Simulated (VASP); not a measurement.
Here is a VASP 6.6.1 calculation.

INCAR

```
SYSTEM = Ir
PREC     = Accurate       ! precision mode
ENCUT    = 520            ! plane-wave cutoff, eV
EDIFF    = 1E-7           ! SCF threshold, eV
ISMEAR   = -1             ! smearing method
SIGMA    = 0.08           ! smearing width, eV
LREAL    = .False.        ! projectors in reciprocal space
LASPH    = .True.         ! aspherical terms in the spheres
NELM     = 80             ! most SCF steps
ALGO     = Normal         ! electronic algorithm
ISIF     = 2              ! what is computed and relaxed
LWAVE    = .False.        ! write WAVECAR
LCHARG   = .True.         ! write CHGCAR
LELF     = .True.         ! ELF
LVHAR    = .True.       
NBANDS   = 10             ! bands
```

Contents of KPOINTS:

```
Automatic mesh
0
Gamma
  19 19 19
  0 0 0
```

File POSCAR:

```
Ir
1.0
    0.0000000000      1.7693145633      1.7693145633
    1.7693145633      0.0000000000      1.7693145633
    1.7693145633      1.7693145633      0.0000000000
Ir
1
Direct
    0.0000000000      0.0000000000      0.0000000000
```

Potentials or basis: VASP PAW LDA potentials, release 64 (Ir).

Command:

```sh
$ cat potpaw_LDA.64/Ir/POTCAR > POTCAR
$ mpirun -np 1 vasp_std > vasp.out
```

(1) What does it give for the pressure?

Answers

(1) 163.5 GPa.
